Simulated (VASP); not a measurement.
# Al36O (a cell with a defect) in VASP: single point with PBE

Aim: the single point of Al36O (a cell with a defect) with PBE.

Everything below comes from runs of VASP 6.6.1. Logs are shortened: lines on timing, memory, paths and dates and some standing lists are left out, and cuts for length are marked.

## (1) The cell of the first run

The cell holds a defect, 37 atoms: a = 8.568 Å, b = 8.568 Å, c = 11.424 Å, α = 60.00°, β = 60.00°, γ = 60.00°.

## (2) Single point, PBE

INCAR

```
  PREC = Accurate
  ENCUT = 520
  EDIFF = 1E-7
  ISMEAR = 1
  SIGMA = 0.1
  LREAL = Auto
  LASPH = T
  NELM = 60
  ALGO = Normal
  ISIF = 2
  LWAVE = F
  LCHARG = T
  GGA = PE
  LVHAR = T
  NBANDS = 81
  KPAR = 4
```

KPOINTS

```
regular mesh
0
Gamma
  4 4 3
```

POSCAR

```
Al36O
1.0
    0.0000000000      6.0583944000      6.0583944000
    6.0583944000      0.0000000000      6.0583944000
    8.0778592000      8.0778592000      0.0000000000
Al O
36 1
Direct
    0.0018582400      0.0023262200     -0.0058274100
    0.0024273700      0.0029237700      0.2436288000
    0.0016757500      0.0020923000      0.4946388700
    0.0019834300      0.0024509400      0.7442521500
    0.0000973200      0.3335681000     -0.0026616300
    0.0037883500      0.3358542400      0.2422741000
    0.0021408800      0.3349829400      0.4942468600
    0.0016811400      0.3336096400      0.7451545500
    0.0008132900      0.6702836600     -0.0052210200
    0.0029175300      0.6696986400      0.2425978300
    0.0001232100      0.6706227100      0.4924972900
   -0.0001614200      0.6713149400      0.7460001500
    0.3330824100      0.0005156000     -0.0026440300
    0.3353814100      0.0043405000      0.2422052200
    0.3345160000      0.0026042200      0.4942377000
    0.3331569300      0.0021142100      0.7451741700
    0.3362962200      0.3367826600     -0.0060943700
    0.3359164100      0.3363562800      0.2413038100
    0.3294129100      0.3299037600      0.4899386600
    0.3279423500      0.3283019000      0.7596162400
    0.3339495100      0.6703467100     -0.0069254600
    0.3330415000      0.6698776000      0.2443524500
    0.3304616000      0.6865016500      0.4894940500
    0.3337412200      0.6710985300      0.7441162700
    0.6698447800      0.0012863900     -0.0052544300
    0.6692449800      0.0033868000      0.2425851300
    0.6701402500      0.0005955100      0.4925179000
    0.6708998100      0.0002336800      0.7459949500
    0.6698898800      0.3344128200     -0.0069043300
    0.6694376600      0.3335021600      0.2444017900
    0.6860331800      0.3308465700      0.4896525800
    0.6705860700      0.3342491100      0.7441474400
    0.6689002200      0.6693222600     -0.0050997700
    0.6700492100      0.6705122700      0.2437338900
    0.6703157700      0.6708166400      0.4919706700
    0.6688532100      0.6693092500      0.7429681700
    0.4180141700      0.4184908800      0.5580880500
```

Potentials or basis: VASP PAW PBE potentials, release 64 (Al, O).

Run with:

```bash
cat potpaw_PBE.64/Al/POTCAR potpaw_PBE.64/O/POTCAR > POTCAR
mpirun -np 4 vasp_std > vasp.out
```

OUTCAR:

```text
PREC = Accurate
   ENCUT = 520
   EDIFF = 1E-7
   ISMEAR = 1
   LREAL = Auto
   LASPH = T
   NELM = 60
   ISIF = 2
   GGA = PE

 ion  position               nearest neighbor table
   1  0.002  0.002  0.994-  16 2.84   8 2.84  26 2.84  10 2.84  29 2.84  21 2.84  25 2.85   9 2.85
                            13 2.85   5 2.85   4 2.85   2 2.85
   2  0.002  0.003  0.244-  13 2.82   5 2.82  30 2.84  22 2.84  11 2.85  27 2.85   6 2.85  14 2.85
                             1 2.85  26 2.86  10 2.86   3 2.86
   3  0.002  0.002  0.495-  23 2.76  31 2.76  15 2.85   7 2.85  28 2.85  12 2.85   4 2.85  11 2.86
                            27 2.86   2 2.86   6 2.87  14 2.87
   4  0.002  0.002  0.744-  28 2.84  12 2.84  24 2.84  32 2.84   8 2.84  16 2.84   7 2.85  15 2.85
                            25 2.85   1 2.85   9 2.85   3 2.85
   5  0.000  0.334  0.997-  20 2.76   2 2.82   6 2.82  30 2.83   1 2.85  29 2.85  13 2.85  33 2.86
                             9 2.87   8 2.87  17 2.87  12 2.88
   6  0.004  0.336  0.242-  31 2.78   5 2.82  14 2.84  18 2.84  17 2.84   9 2.85   2 2.85  10 2.86
                            30 2.86  34 2.86   7 2.87   3 2.87
   7  0.002  0.335  0.494-  31 2.75  19 2.76  15 2.85  32 2.85   3 2.85   4 2.85  11 2.86   8 2.86
                            35 2.86   6 2.87  10 2.87  18 2.87
   8  0.002  0.334  0.745-  29 2.84  32 2.84  16 2.84   4 2.84   1 2.84  20 2.86   7 2.86  36 2.86
                            19 2.86   5 2.87  11 2.89  12 2.89
   9  0.001  0.670  0.995-  25 2.84  10 2.84  34 2.84  12 2.84  21 2.84   1 2.85   6 2.85  33 2.85
[... 40 lines left out ...]
                            36 2.86  30 2.87  33 2.88  21 2.88
  30  0.669  0.334  0.244-   5 2.83  26 2.84   2 2.84  27 2.84  19 2.86   6 2.86  18 2.86  33 2.86
                            31 2.86  29 2.87  22 2.88  34 2.89
  31  0.686  0.331  0.490-  37 1.88   7 2.75   3 2.76   6 2.78  32 2.86  35 2.86  34 2.86  30 2.86
                            28 2.88  27 2.88  23 3.05  19 3.06  20 3.08
  32  0.671  0.334  0.744-   8 2.84   4 2.84  29 2.84   7 2.85  28 2.85  36 2.86  31 2.86  25 2.86
                            17 2.86  20 2.88  35 2.88  24 2.89
  33  0.669  0.669  0.995-  28 2.84  12 2.84   9 2.85  25 2.85  34 2.85   5 2.86  13 2.86  22 2.86
                            30 2.86  29 2.88  21 2.88  36 2.88
  34  0.670  0.671  0.244-  35 2.84   9 2.84  25 2.84  10 2.84  26 2.84  33 2.85  23 2.86  31 2.86
                             6 2.86  14 2.86  30 2.89  22 2.89
  35  0.670  0.671  0.492-  27 2.83  11 2.83  34 2.84  26 2.85  10 2.85  36 2.85  15 2.86   7 2.86
                            31 2.86  23 2.86  24 2.88  32 2.88
  36  0.669  0.669  0.743-  27 2.85  11 2.85  35 2.85  32 2.86  24 2.86  28 2.86  12 2.86  21 2.86
                            29 2.86  16 2.86   8 2.86  33 2.88
  37  0.418  0.418  0.558-  23 1.87  31 1.88  19 1.88  20 1.88

  LATTYP: Found a base centered monoclinic cell.
 ALAT       =    14.8399749405
 B/A-ratio  =     0.5773502692
 C/A-ratio  =     0.7698003589
 COS(beta)  =    -0.5773502692

  Lattice vectors:

 A1 = (   0.0000000000,  -6.0583944000,  -6.0583944000)
[... 233 lines left out ...]
   ISMEAR =     1;   SIGMA  =   0.10  broadening in eV -4-tet -1-fermi 0-gaus
   EFERMI_NEDOS =   21; number of points for ismear=-14 and -15
   IALGO  =     38    algorithm
   IMIX   =      4    mixing-type and parameters
     AMIX     =   0.40;   BMIX     =  1.00
     AMIX_MAG =   1.60;   BMIX_MAG =  1.00
  volume/ion in A,a.u.               =      16.03       108.15
  Fermi-wavevector in a.u.,A,eV,Ry     =   0.944850  1.785507 12.146474  0.892741
  Thomas-Fermi vector in A             =   2.072694
   LORBIT       =      0    0 simple, 1 ext, 2 COOP (PROOUT), +10 PAW based schemes
   GGA     = PE    functional components
   LHFCALC =     F    Hartree Fock is set to
   AEXX    =    0.0000 exact exchange contribution
   IVDW    =     0    specifies the selected vdW correction
   LEPSILON=     F    determine dielectric tensor
   LRPA    =     F    only Hartree local field effects (RPA)
 non-spin polarized calculation
 Methfessel and Paxton  Order N= 1 SIGMA  =   0.10
  energy-cutoff  :      520.00
  volume of cell :      592.98
 maximum number of plane-waves:     16003
   NGX = 31   NGY = 31   NGZ = 43

 number of electron     113.9999997 magnetization

 Free energy of the ion-electron system (eV)
  ---------------------------------------------------
  ext. energy  EPLUGINS =         0.00000000
  ---------------------------------------------------
  free energy    TOTEN  =      -143.39815033 eV

  energy without entropy =     -143.40506333  energy(sigma->0) =     -143.40045466

 E-fermi :   8.0841     XC(G=0): -10.2584

 val. band max:        8.0830462167   @ k =  -0.2500   0.2500   0.0000
 cond. band min:       8.0934599381   @ k =   0.0000  -0.2500   0.0000
 fundamental gap:      0.0104137214
 Fermi energy:         8.0841269114

 k-point     1 :       0.0000    0.0000    0.0000
  band No.  band energies     occupation
      1     -13.4599      2.00000
      2      -2.9416      2.00000
      3      -1.5558      2.00000
      4      -1.2420      2.00000
      5      -0.9593      2.00000
      6      -0.8803      2.00000
[... 1717 lines left out ...]
     68       9.6218     -0.00000
     69       9.6943     -0.00000

 [... further k-points ...]

 [bands above 69 left out]

------------------------ aborting loop because EDIFF is reached ----------------------------------------

  FORCE on cell =-STRESS in cart. coord.  units (eV):
  Direction    XX          YY          ZZ          XY          YZ          ZX
  --------------------------------------------------------------------------------------
  -------------------------------------------------------------------------------------
  Total        4.5383658      4.5332336      6.7128341     -1.0290798      0.5819824      0.5819290
  in kB       12.2622091     12.2483425     18.1374043     -2.7804704      1.5724580      1.5723139
  external PRESSURE =      14.2159853 kB  Pullay stress =       0.0000000 kB

 VOLUME and BASIS-vectors are now :
 -----------------------------------------------------------------------------
  energy-cutoff  :      520.00
  volume of cell :      592.98
      direct lattice vectors                 reciprocal lattice vectors
     0.000000000  6.058394400  6.058394400    -0.082530117  0.082530117  0.082530117
     6.058394400  0.000000000  6.058394400     0.082530117 -0.082530117  0.082530117
     8.077859200  8.077859200  0.000000000     0.061897588  0.061897588 -0.061897588

 POSITION                                       TOTAL-FORCE (eV/Angst)
 -----------------------------------------------------------------------------------
      8.04488      8.04204      0.02535        -0.003563     -0.004465     -0.070829
      1.98571      1.98271      0.03242        -0.001632     -0.000744     -0.068389
      4.00830      4.00578      0.02283        -0.047919     -0.048054      0.068736
      6.02681      6.02398      0.02687         0.065980      0.065583     -0.010391
     10.07725      8.05695      2.02148         0.103640     -0.052354      0.015017
      3.99179      1.98001      2.05769        -0.026600      0.070814      0.044772
[... 29 lines left out ...]
     10.05653     10.05377      8.10712         0.075798      0.077052     -0.029099
      7.04354      7.04065      5.06788        -0.001420     -0.002650      0.001535
 -----------------------------------------------------------------------------------
    total drift:                               -0.016487     -0.009661     -0.016308

  FREE ENERGIE OF THE ION-ELECTRON SYSTEM (eV)
  ---------------------------------------------------
  free  energy   TOTEN  =      -143.3981503335 eV

  energy  without entropy=     -143.4050633253  energy(sigma->0) =     -143.40045466
```

OSZICAR:

```text
N       E                     dE             d eps       ncg     rms          rms(c)
DAV:   1     0.203304708674E+03    0.20330E+03   -0.41065E+04  4212   0.115E+03
DAV:   2    -0.119320286942E+03   -0.32262E+03   -0.30321E+03  5018   0.157E+02
DAV:   3    -0.145163416540E+03   -0.25843E+02   -0.25003E+02  5151   0.389E+01
[... 23 lines left out ...]
DAV:  27    -0.143398153209E+03    0.77684E-05   -0.13784E-05  4711   0.133E-02    0.147E-02
DAV:  28    -0.143398150966E+03    0.22436E-05   -0.92714E-06  4596   0.986E-03    0.751E-03
DAV:  29    -0.143398150138E+03    0.82811E-06   -0.52862E-06  4630   0.788E-03    0.192E-03
DAV:  30    -0.143398150329E+03   -0.19139E-06   -0.81805E-07  4526   0.301E-03    0.133E-03
DAV:  31    -0.143398150333E+03   -0.45357E-08   -0.22864E-08  2319   0.444E-04
   1 F= -.14339815E+03 E0= -.14340045E+03  d E =0.691299E-02
```

It took 51 min on 4 MPI ranks of Oxide Virtual Turin-like, shared host; peak memory 1.2 GiB.

Results:

```
Free energy            : -143.3982 eV
Pressure               : 1.4 GPa
Largest force          : 0.339 eV/Å
Band gap on the k mesh : zero (bands 57 and 58 overlap by 0.51 eV)
```

Forces in eV/Å, atoms in the order of the input:
```
Al  -0.004 -0.004 -0.071
Al  -0.002 -0.001 -0.068
Al  -0.048 -0.048  0.069
Al   0.066  0.066 -0.010
Al   0.104 -0.052  0.015
Al  -0.027  0.071  0.045
Al  -0.035 -0.040  0.063
Al   0.003 -0.058 -0.047
Al  -0.024  0.031 -0.007
Al   0.019 -0.002  0.015
Al  -0.009  0.007 -0.011
Al  -0.026  0.004 -0.031
Al  -0.052  0.103  0.016
Al   0.070 -0.025  0.044
Al  -0.040 -0.035  0.065
Al  -0.059  0.003 -0.047
Al   0.030  0.030 -0.035
Al  -0.010 -0.011 -0.044
Al  -0.202 -0.199 -0.186
Al   0.159  0.158 -0.117
Al  -0.045  0.105  0.060
Al  -0.046 -0.041  0.017
Al   0.196 -0.194  0.160
Al   0.073  0.018 -0.006
Al   0.032 -0.024 -0.008
Al  -0.001  0.018  0.015
Al   0.006 -0.009 -0.011
Al   0.006 -0.025 -0.032
Al   0.105 -0.045  0.060
Al  -0.042 -0.046  0.016
Al  -0.196  0.193  0.160
Al   0.017  0.072 -0.006
Al  -0.089 -0.090 -0.075
Al  -0.027 -0.027  0.010
Al   0.024  0.025  0.012
Al   0.076  0.077 -0.029
O   -0.001 -0.003  0.002
```
